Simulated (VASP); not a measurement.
Input of a VASP 6.6.1 run:

POSCAR

```
C
1.0
    2.4316858731      0.0000000000      0.0000000000
    0.0000000000      4.2103931521      0.0000000000
    0.0000000000      0.0000000000      7.1243311621
C
8
Direct
    0.5000000000      0.4166311002      0.7500062470
    0.5000000000      0.9166311002      0.2499937530
    0.5000000000      0.5833688998      0.2499937530
    0.5000000000      0.0833688998      0.7500062470
    0.0000000000      0.9166311002      0.7500062470
    0.0000000000      0.4166311002      0.2499937530
    0.0000000000      0.0833688998      0.2499937530
    0.0000000000      0.5833688998      0.7500062470
```

The input INCAR.step1:

```
SYSTEM = C
ALGO     = Normal         ! electronic algorithm
EDIFF    = 1E-4           ! SCF threshold, eV
ENCUT    = 520            ! plane-wave cutoff, eV
GGA      = PE             ! functional
ISMEAR   = 0              ! smearing method
LASPH    = .TRUE.         ! aspherical terms in the spheres
LCHARG   = .FALSE.        ! write CHGCAR
LREAL    = .FALSE.        ! projectors in reciprocal space
LWAVE    = .TRUE.         ! write WAVECAR
NBANDS   = 26             ! bands
NELM     = 100            ! most SCF steps
PREC     = Accurate       ! precision mode
SIGMA    = 0.1            ! smearing width, eV
```

The input INCAR.step2:

```
SYSTEM = C
ALGO     = Normal         ! electronic algorithm
EDIFF    = 1E-6           ! SCF threshold, eV
ENCUT    = 520            ! plane-wave cutoff, eV
ISIF     = 2              ! what is computed and relaxed
ISMEAR   = 0              ! smearing method
ISTART   = 1            
LASPH    = .TRUE.         ! aspherical terms in the spheres
LCHARG   = .TRUE.         ! write CHGCAR
LELF     = .TRUE.         ! ELF
LMIXTAU  = .TRUE.       
LREAL    = .FALSE.        ! projectors in reciprocal space
LVHAR    = .TRUE.       
LWAVE    = .FALSE.        ! write WAVECAR
METAGGA  = R2SCAN         ! meta-GGA
NBANDS   = 26             ! bands
NELM     = 100            ! most SCF steps
PREC     = Accurate       ! precision mode
SIGMA    = 0.1            ! smearing width, eV
```

Contents of KPOINTS:

```
k-points
0
G
  14 8 6
  0 0 0
```

Potentials or basis: VASP PAW PBE potentials, release 64 (C).

Command:

```console
$ cat potpaw_PBE.64/C/POTCAR > POTCAR
$ cp INCAR.step1 INCAR
$ mpirun -np 1 vasp_std > vasp.out
$ cp INCAR.step2 INCAR
$ mpirun -np 1 vasp_std > vasp.out
```

Predict the pressure.

9.1 GPa.

Stress tensor (GPa, compression positive):
```
13.88  0.00  0.00
 0.00 13.62  0.00
 0.00  0.00 -0.12
```

Caveat: the stress differs along the axes, from -0 to 14 GPa; the PAW data sets were made with another functional, which shifts forces and pressure a little.
